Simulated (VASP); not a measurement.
# KZnF3 in VASP: further runs

The runs below take KZnF3 through single point, with PBEsol.

Everything below comes from runs of VASP 6.6.1. Logs are shortened: lines on timing, memory, paths and dates and some standing lists are left out, and cuts for length are marked.

**1. The cell of the first run**

The structure is tetragonal, space group P4/mmm (No. 123). The conventional cell has a = 3.991 Å, b = 3.991 Å, c = 4.102 Å, α = 90.00°, β = 90.00°, γ = 90.00°. Within 3.7 Å of K (site symmetry 4/mmm) lie 12 F at 2.82 to 2.86 Å and 8 Zn at 3.49 Å. Zn (site symmetry 4/mmm) has 6 F at 2.00 to 2.05 Å within 2.6 Å. F (site symmetry mmm) has 2 Zn at 2.00 Å within 2.6 Å. F (site symmetry 4/mmm) has 2 Zn at 2.05 Å within 2.7 Å.

**2. Single point, PBEsol (biaxial strain in the a-b plane: -1.5 %, then relaxed in part)**

The input, INCAR:

```
SYSTEM = KZnF3
PREC = Accurate
ENCUT = 520
EDIFF = 1E-7
ISMEAR = 0
SIGMA = 0.02
LREAL = .FALSE.
LASPH = .TRUE.
NELM = 60
ALGO = Normal
ISIF = 2
LWAVE = .FALSE.
LCHARG = .FALSE.
GGA = PS
NBANDS = 29
```

The input, KPOINTS:

```
Automatic mesh
0
G
  6 6 6
  0 0 0
```

The input, POSCAR:

```
KZnF3
1.0
    3.9911614930      0.0000000000      0.0000000000
    0.0000000000      3.9911614930      0.0000000000
    0.0000000000      0.0000000000      4.1016792909
K Zn F
1 1 3
Direct
    0.0000000000      0.0000000000      0.0000000000
    0.5000000000      0.5000000000      0.5000000000
    0.0000000000      0.5000000000      0.5000000000
    0.5000000000      0.0000000000      0.5000000000
    0.5000000000      0.5000000000      0.0000000000
```

Potentials or basis: VASP PAW PBE potentials, release 64 (K_sv, Zn, F).

Run with:

```
$ cat potpaw_PBE.64/K_sv/POTCAR potpaw_PBE.64/Zn/POTCAR potpaw_PBE.64/F/POTCAR > POTCAR
$ mpirun -np 1 vasp_std > vasp.out
```

OUTCAR:

```text
SYSTEM = KZnF3
   PREC = Accurate
   ENCUT = 520
   EDIFF = 1E-7
   ISMEAR = 0
   LREAL = .FALSE.
   LASPH = .TRUE.
   NELM = 60
   ISIF = 2
   GGA = PS

 ion  position               nearest neighbor table
   1  0.000  0.000  0.000-   5 2.82   5 2.82   5 2.82   5 2.82
   2  0.500  0.500  0.500-   3 2.00   4 2.00   4 2.00   3 2.00   5 2.05   5 2.05
   3  0.000  0.500  0.500-   2 2.00   2 2.00
   4  0.500  0.000  0.500-   2 2.00   2 2.00
   5  0.500  0.500  0.000-   2 2.05   2 2.05   1 2.82   1 2.82   1 2.82   1 2.82

  LATTYP: Found a simple tetragonal cell.
 ALAT       =     3.9911614930
 C/A-ratio  =     1.0276906354

  Lattice vectors:

 A1 = (   3.9911614930,   0.0000000000,   0.0000000000)
 A2 = (   0.0000000000,   3.9911614930,   0.0000000000)
 A3 = (   0.0000000000,   0.0000000000,   4.1016792909)

Analysis of symmetry for initial positions (statically):
=====================================================================
 Subroutine PRICEL returns:
 Original cell was already a primitive cell.

 Routine SETGRP: Setting up the symmetry group for a
 simple tetragonal supercell.

 Subroutine GETGRP returns: Found 16 space group operations
 (whereof 16 operations were pure point group operations)
 out of a pool of 16 trial point group operations.

The static configuration has the point symmetry D_4h.

Analysis of symmetry for dynamics (positions and initial velocities):
=====================================================================
 Subroutine PRICEL returns:
 Original cell was already a primitive cell.

 Routine SETGRP: Setting up the symmetry group for a
 simple tetragonal supercell.

 Subroutine GETGRP returns: Found 16 space group operations
 (whereof 16 operations were pure point group operations)
 out of a pool of 16 trial point group operations.

The dynamic configuration has the point symmetry D_4h.

 Subroutine INISYM returns: Found 16 space group operations
 (whereof 16 operations are pure point group operations),
 and found     1 'primitive' translations

----------------------------------------------------------------------------------------

                                     Primitive cell

  volume of cell :      65.3372

  direct lattice vectors                    reciprocal lattice vectors
     3.991161493  0.000000000  0.000000000     0.250553630  0.000000000  0.000000000
     0.000000000  3.991161493  0.000000000     0.000000000  0.250553630  0.000000000
     0.000000000  0.000000000  4.101679291     0.000000000  0.000000000  0.243802582

  length of vectors
     3.991161493  3.991161493  4.101679291     0.250553630  0.250553630  0.243802582

  position of ions in fractional coordinates (direct lattice)
     0.000000000  0.000000000  0.000000000
     0.500000000  0.500000000  0.500000000
     0.000000000  0.500000000  0.500000000
     0.500000000  0.000000000  0.500000000
     0.500000000  0.500000000  0.000000000

  ion indices of the primitive-cell ions
   primitive index   ion index
                 1           1
                 2           2
                 3           3
                 4           4
                 5           5

----------------------------------------------------------------------------------------

 KPOINTS: Automatic mesh

Automatic generation of k-mesh.
 Grid dimensions read from file:
 generate k-points for:    6    6    6

 Generating k-lattice:

  Cartesian coordinates                     Fractional coordinates (reciprocal lattice)
     0.041758938  0.000000000  0.000000000     0.166666667  0.000000000  0.000000000
     0.000000000  0.041758938  0.000000000     0.000000000  0.166666667  0.000000000
     0.000000000  0.000000000  0.040633764     0.000000000  0.000000000  0.166666667

  Length of vectors
     0.041758938  0.041758938  0.040633764

  Shift w.r.t. Gamma in fractional coordinates (k-lattice)
     0.000000000  0.000000000  0.000000000

 Subroutine IBZKPT returns following result:
 ===========================================

 Found     40 irreducible k-points:

 Following reciprocal coordinates:
            Coordinates               Weight
  0.000000  0.000000  0.000000      1.000000
  0.166667  0.000000  0.000000      4.000000
  0.333333  0.000000  0.000000      4.000000
  0.500000  0.000000  0.000000      2.000000
  0.166667  0.166667  0.000000      4.000000
  0.333333  0.166667  0.000000      8.000000
[... 16 lines left out ...]
  0.333333  0.000000  0.333333      8.000000
  0.500000  0.000000  0.333333      4.000000
 [... further k-points ...]
   k-points           NKPTS =     40   k-points in BZ     NKDIM =     40   number of bands    NBANDS=     29
   number of dos      NEDOS =    301   number of ions     NIONS =      5
   total plane-waves  NPLWV =  28800
   dimension x,y,z NGX =    30 NGY =   30 NGZ =   32
   dimension x,y,z NGXF=    60 NGYF=   60 NGZF=   64
   ions per type =               1   1   3
   NGX,Y,Z   is equivalent  to a cutoff of  12.50, 12.50, 12.97 a.u.
   NGXF,Y,Z  is equivalent  to a cutoff of  24.99, 24.99, 25.94 a.u.
 SYSTEM =  KZnF3
   PREC   = accura    normal or accurate (medium, high low for compatibility)
   ISTART =      0    job   : 0-new  1-cont  2-samecut
   ICHARG =      2    charge: 1-file 2-atom 10-const
   ISPIN  =      1    spin polarized calculation?
   LNONCOLLINEAR =      F non collinear calculations
   LSORBIT =      F    spin-orbit coupling
   LASPH  =      T    aspherical Exc in radial PAW
   ENCUT  =  520.0 eV  38.22 Ry    6.18 a.u.   7.42  7.42  7.63*2*pi/ulx,y,z
   NELM   =     60;   NELMIN=  2; NELMDL= -5     # of ELM steps
   EDIFF  = 0.1E-06   stopping-criterion for ELM
   LREAL  =      F    real-space projection
   EDIFFG = 0.1E-05   stopping-criterion for IOM
   NSW    =      0    number of steps for IOM
   IBRION =     -1    ionic relax: 0-MD 1-quasi-New 2-CG
   NFREE  =      0    steps in history (QN), initial steepest desc. (CG)
   ISIF   =      2    stress and relaxation
   ISYM   =      2    0-nonsym 1-usesym 2-fastsym
   POTIM  = 0.5000    time-step for ionic-motion
   TEBEG  =    0.0;   TEEND  =   0.0 temperature during run
   PSTRESS=    0.0 pullay stress
   NELECT =      42.0000    total number of electrons
   NUPDOWN=      -1.0000    fix difference up-down
   EMIN   =  10.00;   EMAX   =-10.00  energy-range for DOS
   EFERMI =   0.00;   METHOD = LEGACY
   ISMEAR =     0;   SIGMA  =   0.02  broadening in eV -4-tet -1-fermi 0-gaus
   EFERMI_NEDOS =   21; number of points for ismear=-14 and -15
   IALGO  =     38    algorithm
   IMIX   =      4    mixing-type and parameters
     AMIX     =   0.40;   BMIX     =  1.00
     AMIX_MAG =   1.60;   BMIX_MAG =  1.00
  volume/ion in A,a.u.               =      13.07        88.18
  Fermi-wavevector in a.u.,A,eV,Ry     =   1.412877  2.669951 27.160259  1.996223
  Thomas-Fermi vector in A             =   2.534581
   LORBIT       =      0    0 simple, 1 ext, 2 COOP (PROOUT), +10 PAW based schemes
   GGA     = PS    functional components
   LHFCALC =     F    Hartree Fock is set to
   AEXX    =    0.0000 exact exchange contribution
   IVDW    =     0    specifies the selected vdW correction
   LEPSILON=     F    determine dielectric tensor
   LRPA    =     F    only Hartree local field effects (RPA)
 non-spin polarized calculation
 Gauss-broadening in eV      SIGMA  =   0.02
  energy-cutoff  :      520.00
  volume of cell :       65.34
 maximum number of plane-waves:      1787
 NGX is ok and might be reduce to    30
   NGX = 15   NGY = 15   NGZ = 15

 number of electron      41.9999991 magnetization

 Free energy of the ion-electron system (eV)
  ---------------------------------------------------
  ext. energy  EPLUGINS =         0.00000000
  ---------------------------------------------------
  free energy    TOTEN  =       -21.31979032 eV

  energy without entropy =      -21.31979032  energy(sigma->0) =      -21.31979032

 E-fermi :  -0.4318     XC(G=0): -10.2291

 val. band max:       -0.6209355301   @ k =   0.5000   0.5000   0.5000
 cond. band min:       2.9750990402   @ k =   0.0000   0.0000   0.0000
 fundamental gap:      3.5960345703
 Fermi energy:        -0.4317716569

 k-point     1 :       0.0000    0.0000    0.0000
  band No.  band energies     occupation
      1     -27.6654      2.00000
      2     -22.3814      2.00000
      3     -21.7596      2.00000
      4     -21.6027      2.00000
      5     -11.2446      2.00000
      6     -11.2161      2.00000
[... 21 lines left out ...]
     28      10.3271      0.00000
     29      13.0303      0.00000

 k-point     2 :       0.1667    0.0000    0.0000
  band No.  band energies     occupation
      1     -27.6585      2.00000
      2     -22.3422      2.00000
      3     -21.7858      2.00000
      4     -21.6102      2.00000
      5     -11.2308      2.00000
      6     -11.2171      2.00000
[... 21 lines left out ...]
     28      10.3540      0.00000
     29      13.2592      0.00000

 k-point     3 :       0.3333    0.0000    0.0000
  band No.  band energies     occupation
      1     -27.6447      2.00000
      2     -22.2450      2.00000
      3     -21.8624      2.00000
      4     -21.6188      2.00000
      5     -11.2191      2.00000
      6     -11.2028      2.00000
[... 21 lines left out ...]
     28      10.4314      0.00000
     29      12.8427      0.00000

 k-point     4 :       0.5000    0.0000    0.0000
  band No.  band energies     occupation
      1     -27.6377      2.00000
      2     -22.1749      2.00000
      3     -21.9246      2.00000
      4     -21.6212      2.00000
      5     -11.2199      2.00000
      6     -11.1886      2.00000
[... 597 lines left out ...]
     28      10.5737      0.00000
     29      12.1036      0.00000

 k-point    23 :       0.3333    0.0000    0.3333
  band No.  band energies     occupation
      1     -27.6315      2.00000
      2     -22.1606      2.00000
      3     -21.8573      2.00000
      4     -21.6800      2.00000
      5     -11.2741      2.00000
      6     -11.2314      2.00000
[... 21 lines left out ...]
     28      10.6289      0.00000
     29      11.6582      0.00000

 k-point    24 :       0.5000    0.0000    0.3333
  band No.  band energies     occupation
      1     -27.6259      2.00000
      2     -22.0636      2.00000
      3     -21.9376      2.00000
      4     -21.6823      2.00000
      5     -11.2766      2.00000
      6     -11.2622      2.00000
[... 21 lines left out ...]
     28      11.1785      0.00000
     29      11.8009      0.00000

 [... further k-points ...]
[... 5 lines left out ...]
  --------------------------------------------------------------------------------------
  -------------------------------------------------------------------------------------
  Total        1.1777922      1.1777922      0.1308674      0.0000000      0.0000000      0.0000000
  in kB       28.8814480     28.8814480      3.2090901      0.0000000      0.0000000      0.0000000
  external PRESSURE =      20.3239954 kB  Pullay stress =       0.0000000 kB

 VOLUME and BASIS-vectors are now :
 -----------------------------------------------------------------------------
  energy-cutoff  :      520.00
  volume of cell :       65.34
      direct lattice vectors                 reciprocal lattice vectors
     3.991161493  0.000000000  0.000000000     0.250553630  0.000000000  0.000000000
     0.000000000  3.991161493  0.000000000     0.000000000  0.250553630  0.000000000
     0.000000000  0.000000000  4.101679291     0.000000000  0.000000000  0.243802582

 POSITION                                       TOTAL-FORCE (eV/Angst)
 -----------------------------------------------------------------------------------
      0.00000      0.00000      0.00000         0.000000      0.000000      0.000000
      1.99558      1.99558      2.05084         0.000000      0.000000      0.000000
      0.00000      1.99558      2.05084         0.000000      0.000000      0.000000
      1.99558      0.00000      2.05084         0.000000      0.000000      0.000000
      1.99558      1.99558      0.00000         0.000000      0.000000      0.000000
 -----------------------------------------------------------------------------------
    total drift:                                0.000000      0.000000     -0.000000

  FREE ENERGIE OF THE ION-ELECTRON SYSTEM (eV)
  ---------------------------------------------------
  free  energy   TOTEN  =       -21.3197903225 eV

  energy  without entropy=      -21.3197903225  energy(sigma->0) =      -21.31979032
```

Run time: 84 s. Hardware: 1 thread of Intel Xeon 8259CL, shared host; peak memory 0.22 GiB.

What came out:

```yaml
Free_energy: -21.3198 eV
Pressure: 2.0 GPa
Band_gap_on_the_k_mesh: 3.60 eV (least direct gap 5.62 eV)
```

Levels at points of the mesh, in eV from the valence-band top:
```tsv
k point	band 18	band 19	band 20	band 21	band 22	band 23	band 24	band 25
(0.00, 0.00, 0.00)	-2.25	-2.04	-2.02	-2.02	3.60	8.37	8.48	9.20
(0.50, 0.00, 0.00)	-2.18	-1.87	-1.85	-1.69	6.50	8.12	9.48	10.75
(0.50, 0.50, 0.00)	-1.96	-1.96	-1.69	0.00	7.99	10.01	10.02	10.02
(0.00, 0.00, 0.50)	-2.25	-1.83	-1.83	-1.71	6.32	8.00	9.30	10.93
(0.50, 0.00, 0.50)	-1.94	-1.93	-1.68	-0.13	7.88	9.82	9.89	9.98
(0.50, 0.50, 0.50)	-1.66	-1.66	-0.17	0.00	8.12	8.19	8.19	10.17
```

Caveat: the cell differs from its parent crystal (biaxial strain in the a-b plane: -1.5 %, then relaxed in part); the PAW data sets were made with another functional, which shifts forces and pressure a little.

**3. Single point, PBEsol (biaxial strain in the a-b plane: -1.5 %)**

The input, INCAR:

```
SYSTEM = KZnF3
  PREC = Accurate
  ENCUT = 520
  EDIFF = 1E-6
  ISMEAR = 0
  SIGMA = 0.02
  LREAL = .False.
  LASPH = .True.
  NELM = 100
  ALGO = Normal
  ISIF = 2
  LWAVE = .False.
  LCHARG = .False.
  GGA = PS
  NBANDS = 29
```

The input, KPOINTS:

```
Automatic mesh
0
Gamma
  6 6 6
  0 0 0
```

Edit POSCAR of step 2 so:

```diff
@@ -4,3 +4,3 @@
     0.0000000000      3.9911614930      0.0000000000
-    0.0000000000      0.0000000000      4.1016792909
+    0.0000000000      0.0000000000      4.0884080675
 K Zn F
```

Potentials or basis: VASP PAW PBE potentials, release 64 (K_sv, Zn, F).

Run with:

```
$ cat potpaw_PBE.64/K_sv/POTCAR potpaw_PBE.64/Zn/POTCAR potpaw_PBE.64/F/POTCAR > POTCAR
$ mpirun -np 1 vasp_std > vasp.out
```

OUTCAR:

```text
SYSTEM = KZnF3
   PREC = Accurate
   ENCUT = 520
   EDIFF = 1E-6
   ISMEAR = 0
   LREAL = .False.
   LASPH = .True.
   NELM = 100
   ISIF = 2
   GGA = PS

 ion  position               nearest neighbor table
   1  0.000  0.000  0.000-   5 2.82   5 2.82   5 2.82   5 2.82   4 2.86   3 2.86   4 2.86   3 2.86
                             4 2.86   3 2.86   4 2.86   3 2.86
   2  0.500  0.500  0.500-   3 2.00   4 2.00   4 2.00   3 2.00   5 2.04   5 2.04
   3  0.000  0.500  0.500-   2 2.00   2 2.00   1 2.86   1 2.86   1 2.86   1 2.86
   4  0.500  0.000  0.500-   2 2.00   2 2.00   1 2.86   1 2.86   1 2.86   1 2.86
   5  0.500  0.500  0.000-   2 2.04   2 2.04   1 2.82   1 2.82   1 2.82   1 2.82

  LATTYP: Found a simple tetragonal cell.
 ALAT       =     3.9911614930
 C/A-ratio  =     1.0243654822

  Lattice vectors:

 A1 = (   3.9911614930,   0.0000000000,   0.0000000000)
 A2 = (   0.0000000000,   3.9911614930,   0.0000000000)
 A3 = (   0.0000000000,   0.0000000000,   4.0884080675)

Analysis of symmetry for initial positions (statically):
=====================================================================
[... 175 lines left out ...]
  free energy    TOTEN  =       -21.31866890 eV

  energy without entropy =      -21.31866890  energy(sigma->0) =      -21.31866890

 E-fermi :  -0.4997     XC(G=0): -10.2467

 val. band max:       -0.5969228957   @ k =   0.5000   0.5000   0.5000
 cond. band min:       3.0164633378   @ k =   0.0000   0.0000   0.0000
 fundamental gap:      3.6133862335
 Fermi energy:        -0.4996552485

 k-point     1 :       0.0000    0.0000    0.0000
  band No.  band energies     occupation
      1     -27.6437      2.00000
      2     -22.3712      2.00000
      3     -21.7419      2.00000
      4     -21.6051      2.00000
      5     -11.2215      2.00000
      6     -11.1960      2.00000
[... 757 lines left out ...]
     28      11.2235      0.00000
     29      11.8366      0.00000

 [... further k-points ...]
[... 5 lines left out ...]
  --------------------------------------------------------------------------------------
  -------------------------------------------------------------------------------------
  Total        1.2760483      1.2760483      0.3397470      0.0000000      0.0000000      0.0000000
  in kB       31.3924246     31.3924246      8.3582125      0.0000000      0.0000000      0.0000000
  external PRESSURE =      23.7143539 kB  Pullay stress =       0.0000000 kB

 VOLUME and BASIS-vectors are now :
 -----------------------------------------------------------------------------
  energy-cutoff  :      520.00
  volume of cell :       65.13
      direct lattice vectors                 reciprocal lattice vectors
     3.991161493  0.000000000  0.000000000     0.250553630  0.000000000  0.000000000
     0.000000000  3.991161493  0.000000000     0.000000000  0.250553630  0.000000000
     0.000000000  0.000000000  4.088408067     0.000000000  0.000000000  0.244593980

 POSITION                                       TOTAL-FORCE (eV/Angst)
 -----------------------------------------------------------------------------------
      0.00000      0.00000      0.00000         0.000000      0.000000      0.000000
      1.99558      1.99558      2.04420         0.000000      0.000000      0.000000
      0.00000      1.99558      2.04420         0.000000      0.000000      0.000000
      1.99558      0.00000      2.04420         0.000000      0.000000      0.000000
      1.99558      1.99558      0.00000         0.000000      0.000000      0.000000
 -----------------------------------------------------------------------------------
    total drift:                                0.000000      0.000000     -0.000000

  FREE ENERGIE OF THE ION-ELECTRON SYSTEM (eV)
  ---------------------------------------------------
  free  energy   TOTEN  =       -21.3186688979 eV

  energy  without entropy=      -21.3186688979  energy(sigma->0) =      -21.31866890
```

stdout:

```text
POSCAR found type information on POSCAR K ZnF
 POSCAR found :  3 types and       5 ions
 scaLAPACK will be used
 -----------------------------------------------------------------------------
|                                                                             |
|                                                                             |
|     You enforced a specific xc type in the INCAR file but a different       |
|     I HOPE YOU KNOW WHAT YOU ARE DOING!                                     |
|                                                                             |
 -----------------------------------------------------------------------------

 LDA part: xc-table for (Slater+PW92), standard interpolation
 POSCAR, INCAR and KPOINTS ok, starting setup
 FFT: planning ... GRIDC
 FFT: planning ... GRID_SOFT
 FFT: planning ... GRID
 WAVECAR not read
 entering main loop
```

Run time: 75 s. Hardware: 1 thread of Intel Xeon 8259CL, shared host; peak memory 0.21 GiB.

Results:

```
Free energy            : -21.3187 eV
Pressure               : 2.4 GPa
Band gap on the k mesh : 3.61 eV (least direct gap 5.65 eV)
```

Caveat: the cell differs from its parent crystal (biaxial strain in the a-b plane: -1.5 %); the PAW data sets were made with another functional, which shifts forces and pressure a little.

(Part 1 of 2 ends here.)
